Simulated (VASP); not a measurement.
## ZnAu: single point with PBEsol

Crystal: ZnAu.

```
CELL_PARAMETERS angstrom
3.53257 0.00000 0.00000
0.00000 3.53257 0.00000
0.00000 0.00000 2.49752
ATOMIC_POSITIONS crystal
Zn 0.50000 0.50000 0.50000
Au 0.00000 0.00000 0.00000
```

This cell differs from its parent crystal: ratio of the length along z to the lengths across it x 0.707, volume and fractional coordinates fixed.

* Program: VASP 6.6.1
* Task: single point
* Functional: PBEsol
* Potentials or basis: VASP PAW PBE potentials, release 64 (Zn, Au)
* Cutoff: 520 eV
* k mesh: 16 × 16 × 16
* Occupations: gaussian, width 0.15 eV
* Spin: no spin polarisation
* Dipole correction: no
* Further INCAR settings: ALGO = Normal; EDIFF = 1e-07; NBANDS = 18

```
Pressure : 8.9 GPa
```

Stress tensor (GPa, compression positive):
```
-3.67  0.00  0.00
 0.00 -3.67  0.00
 0.00  0.00 33.96
```

Levels at points of the mesh, in eV from the Fermi level:
| k point | band 8 | band 9 | band 10 | band 11 | band 12 | band 13 | band 14 | band 15 |
| --- | --- | --- | --- | --- | --- | --- | --- | --- |
| (0.00, 0.00, 0.00) | -5.07 | -4.09 | -2.79 | -2.79 | 1.99 | 1.99 | 5.35 | 9.93 |
| (0.50, 0.00, 0.00) | -6.25 | -5.45 | -3.67 | -3.03 | -2.82 | 7.15 | 7.32 | 7.80 |
| (0.50, 0.50, 0.00) | -3.95 | -3.02 | -3.02 | -2.89 | -2.89 | -1.47 | 0.52 | 17.54 |
| (0.00, 0.00, 0.50) | -6.03 | -4.79 | -4.07 | -2.69 | 1.29 | 9.94 | 10.02 | 10.22 |
| (0.50, 0.00, 0.50) | -4.30 | -3.92 | -2.70 | -1.26 | -0.28 | 3.51 | 4.48 | 9.08 |
| (0.50, 0.50, 0.50) | -5.53 | -3.50 | -2.42 | 2.62 | 3.46 | 3.75 | 4.85 | 4.85 |

It took 2.8 min on 1 thread of AMD EPYC 7R43 64-Core Processor (Zen 3), on a shared host, peak memory 0.3 GiB.

Caveat: the PAW data sets were made with another functional, which shifts forces and pressure a little; spin-orbit coupling is left out, which moves the levels of the heavy elements.
